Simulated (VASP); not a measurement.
Here is a VASP 6.6.1 calculation.

INCAR

```
SYSTEM = Co
PREC = Accurate
ENCUT = 520
EDIFF = 1E-7
ISMEAR = 1
SIGMA = 0.025
LREAL = .FALSE.
LASPH = .TRUE.
NELM = 150
ALGO = Fast
ISIF = 2
LWAVE = .FALSE.
LCHARG = .TRUE.
ISPIN = 2
MAGMOM = 2 2
LORBIT = 11
LMAXMIX = 4
GGA = PE
LELF = .TRUE.
LVHAR = .TRUE.
NBANDS = 20
```

File KPOINTS:

```
Automatic mesh
0
G
  10 10 6
  0 0 0
```

File POSCAR:

```
Co
1.0
    2.4719999032      0.0000000000      0.0000000000
   -1.2359999516      2.1408147143      0.0000000000
    0.0000000000      0.0000000000      4.0211440800
Co
2
Direct
    0.6666666667      0.3333333333      0.7500000000
    0.3333333333      0.6666666667      0.2500000000
```

Potentials or basis: VASP PAW PBE potentials, release 64 (Co).

Launch:

```bash
$ cat potpaw_PBE.64/Co/POTCAR > POTCAR
$ mpirun -np 1 vasp_std > vasp.out
```

Estimate the site moments.

Co +1.66 μB.

Predict the pressure.

4.7 GPa.

Estimate the net moment.

3.30 μB per cell.

Stress tensor (GPa, compression positive):
```
5.45 0.00 0.00
0.00 5.45 0.00
0.00 0.00 3.11
```
